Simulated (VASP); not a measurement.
Al4Cl:

```
CELL_PARAMETERS angstrom
-2.95610 2.95610 2.95610
2.95610 -2.95610 2.95610
2.95610 2.95610 -2.95610
ATOMIC_POSITIONS crystal
Al 0.50000 0.50000 0.50000
Al 0.00000 0.00000 0.50000
Al 0.00000 0.50000 0.00000
Al 0.50000 0.00000 0.00000
Cl 0.00000 0.00000 0.00000
```

- Program: VASP 6.6.1
- Task: relaxation of cell and atoms
- Functional: PBE
- Potentials or basis: VASP PAW PBE potentials, release 64 (Al, Cl)
- Cutoff: 600 eV
- k mesh: 4 × 4 × 4
- Occupations: gaussian, width 0.1 eV
- Spin: no spin polarisation

At the start: pressure 6.4 GPa; volume 20.67 Å³/atom.

Task: How do energy, volume and symmetry change on relaxing?

Result: Over 4 steps the energy falls by 60.1 meV/atom and the volume is 24.26 Å³/atom (+17.4 %); space group Im-3m (No. 229, to 0.05 Å).

The path:
| step | energy change (eV) | largest force (eV/Å) | pressure (GPa) | volume (Å³) |
| --- | --- | --- | --- | --- |
| 1 | 0.0000 | 0.0000 | 6.43 | 103.33 |
| 2 | -0.2800 | 0.0000 | 1.25 | 116.23 |
| 3 | -0.2796 | 0.0000 | -1.21 | 126.83 |
| 4 | -0.3007 | 0.0000 | 0.04 | 121.31 |

Final structure:
```xyz
5
Lattice="-3.1185 3.1185 3.1185 3.1185 -3.1185 3.1185 3.1185 3.1185 -3.1185" Properties=species:S:1:pos:R:3 pbc="T T T"
Al    1.5592    1.5592    1.5592
Al    1.5592    1.5592   -1.5592
Al    1.5592   -1.5592    1.5592
Al   -1.5592    1.5592    1.5592
Cl    0.0000    0.0000    0.0000
```

Caveat: the k points lie up to 0.36 Å⁻¹ apart in the final cell; the volume moved by over 15 % at a fixed basis, so the end points are rough; an odd number of electrons without spin polarisation forces a metal; a magnetic or distorted state may lie lower.
